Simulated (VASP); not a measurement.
Here is a VASP 6.6.1 calculation.

The input INCAR:

```
SYSTEM = LiCl
PREC     = Accurate       ! precision mode
ENCUT    = 650            ! plane-wave cutoff, eV
EDIFF    = 1E-6           ! SCF threshold, eV
ISMEAR   = 0              ! smearing method
SIGMA    = 0.01           ! smearing width, eV
LREAL    = .FALSE.        ! projectors in reciprocal space
LASPH    = .TRUE.         ! aspherical terms in the spheres
NELM     = 120            ! most SCF steps
ALGO     = Normal         ! electronic algorithm
ISIF     = 2              ! what is computed and relaxed
LWAVE    = .FALSE.        ! write WAVECAR
LCHARG   = .FALSE.        ! write CHGCAR
GGA      = PE             ! functional
NBANDS   = 30             ! bands
GGA_COMPAT= .FALSE.
```

File KPOINTS:

```
regular mesh
0
G
  1 1 2
  0 0 0
```

POSCAR

```
LiCl
1.0
    0.0000000000      5.1295400000      5.1295400000
    5.1295400000      0.0000000000      5.1295400000
    2.5647700000      2.5647700000      0.0000000000
Li Cl
4 4
Direct
   -0.0164860787      0.0066442605     -0.0069846419
    0.0054605286      0.5004748964     -0.0461230442
    0.5010671522      0.0003787864      0.0232995551
    0.5058694347      0.4803503823      0.0325064236
    0.2584568987      0.2438136753      0.4963248167
    0.2423532130      0.7566708711      0.4967008738
    0.7463570808      0.2518560144      0.4965437447
    0.7536332693      0.7500384050      0.5099022524
```

Potentials or basis: VASP PAW PBE potentials, release 64 (Li_sv, Cl).

Run with:

```sh
$ cat potpaw_PBE.64/Li_sv/POTCAR potpaw_PBE.64/Cl/POTCAR > POTCAR
$ mpirun -np 1 vasp_std > vasp.out
```

Question: Estimate the largest force.

Answer: 0.250 eV/Å.

Question: Estimate the band gap on the k mesh.

Answer: 6.07 eV.

Question: Predict the pressure.

Answer: 5.9 GPa.

Stress tensor (GPa, compression positive):
```
 5.78  0.01 -0.02
 0.01  6.08  0.07
-0.02  0.07  5.75
```

Caveat: the k points lie up to 1.06 Å⁻¹ apart. A k mesh can miss the band edges.
